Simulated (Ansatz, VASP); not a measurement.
## Nb: VASP beside Ansatz

```
Nb
1.0
    -1.66395    1.88226    1.66395
     1.66395   -1.88226    1.66395
     1.66395    1.88226   -1.66395
Nb
1
Cartesian
  0.0000 0.0000 0.0000
```

Change from the starting cell: strain +0.1312 x Voigt [0, 1, 0, 0, 0, 0], atoms carried along.

Alike in both runs: task single point; functional PBEsol; k mesh 20 × 20 × 20; occupations gaussian, width 0.15 eV; no spin polarisation.

```csv
,VASP,Ansatz
version,VASP 6.6.1,Ansatz 0.2.0
potentials or method,"VASP PAW PBE potentials, release 64 (Nb_sv), cutoff 520 eV","scalar-relativistic, plane waves, PAW"
valence electrons in the cell,13,13
```

Ansatz gave:

* gap on the k mesh at the Fermi level (eV): none
* pressure (GPa): -22.0
* traceless stress, the component that is largest in VASP (GPa): -6.29

Q: Which values does VASP return?

A: gap on the k mesh at the Fermi level (eV): none; pressure (GPa): -22.2; traceless stress, the component that is largest in VASP (GPa): -6.26.

VASP's potentials were made for PBE, not for PBEsol. A gap of «none» marks a metal or a gap that the smearing closes. With one functional, cell and mesh, what is left measures potentials, basis and numerics.
